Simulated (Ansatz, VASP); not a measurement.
**One calculation of SrRe, two programs**

```xyz
2
Lattice="2.9841 0.0000 0.0000 -1.4920 2.5843 0.0000 0.0000 0.0000 5.4930" Properties=species:S:1:pos:R:3 pbc="T T T"
Sr    0.0000    1.7228    2.7465
Re    0.0000    0.0000    0.0000
```

Alike in both runs: functional PBE; k mesh 6 × 6 × 4; occupations gaussian, width 0.1 eV; no spin polarisation.

Ansatz relaxed the structure, and its values are those at the end. VASP's run is a single point on that final structure, the one shown.

|  | VASP | Ansatz |
| --- | --- | --- |
| version | VASP 6.6.1 | Ansatz 0.2.0 |
| potentials or method | VASP PAW PBE potentials, release 64 (Sr_sv, Re_sv_GW), cutoff 560 eV | scalar-relativistic, plane waves, PAW |
| valence electrons in the cell | 25 | 25 |

```csv
,VASP,Ansatz,Ansatz less VASP
gap on the k mesh at the Fermi level (eV),none,none,-
pressure (GPa),-0.1,-0.1,+0.01
```

A gap of «none» marks a metal or a gap that the smearing closes. With one functional, cell and mesh, what is left measures potentials, basis and numerics.

The k mesh is coarse, so the values compare programs but aren't converged. Spin-orbit coupling is off throughout.
